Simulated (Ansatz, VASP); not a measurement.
# Pb: VASP beside Ansatz

File INCAR:

```
SYSTEM = Pb
  PREC = Accurate
  ENCUT = 520
  EDIFF = 1E-8
  ISMEAR = 0
  SIGMA = 0.001
  LREAL = .False.
  LASPH = .True.
  NELM = 80
  ALGO = Normal
  ISIF = 2
  LWAVE = .False.
  LCHARG = .False.
  GGA = PS
  LEFG = .True.
  NBANDS = 13
```

Contents of KPOINTS:

```
regular mesh
0
Gamma
  13 13 13
  0 0 0
```

File POSCAR:

```
Pb
1.0
   -1.9796595667      1.9796595667      1.9796595667
    1.9796595667     -1.9796595667      1.9796595667
    1.9796595667      1.9796595667     -1.9796595667
Pb
1
Direct
    0.0000000000      0.0000000000      0.0000000000
```

Input for Ansatz:

```yaml
crystal:
  lattice:
    - [-1.9796595667, 1.9796595667, 1.9796595667]
    - [1.9796595667, -1.9796595667, 1.9796595667]
    - [1.9796595667, 1.9796595667, -1.9796595667]
  atoms:
    - { symbol: Pb, position: [0.0, 0.0, 0.0] }
kpoints:
  mp_grid: { grid: [13, 13, 13] }
scf:
  occupations: { method: gaussian, width: 0.001 }
  algorithm: density_mixing
hamiltonian:
  xc: pbesol
  pseudopotentials: { kind: all_electron, datasets: crystal, nuclear_model: point }
output:
  forces: true
  stress: true
  eigenvalues: true
  efg: { contact_densities: true }
basis:
  xc_grid: 2
```

Alike in both runs: task electric field gradients; functional PBEsol; k mesh 13 × 13 × 13; occupations gaussian, width 0.001 eV; no spin polarisation.

|  | VASP | Ansatz |
| --- | --- | --- |
| version | VASP 6.6.1 | Ansatz 0.2.0 |
| potentials or method | VASP PAW PBE potentials, release 64 (Pb_d), cutoff 520 eV | all-electron PAW with datasets made for the crystal, scalar-relativistic |

VASP gave:

| Property | Result |
| --- | --- |
| gap on the k mesh at the Fermi level (eV) | none |
| pressure (GPa) | -1.7 |

Estimate Ansatz's values.

gap on the k mesh at the Fermi level (eV): none; pressure (GPa): -1.6.

VASP's potentials were made for PBE, not for PBEsol. A gap of «none» marks a metal or a gap that the smearing closes. Ansatz ran all-electron here, and VASP with PAW potentials.

Neither program's run includes spin-orbit coupling.
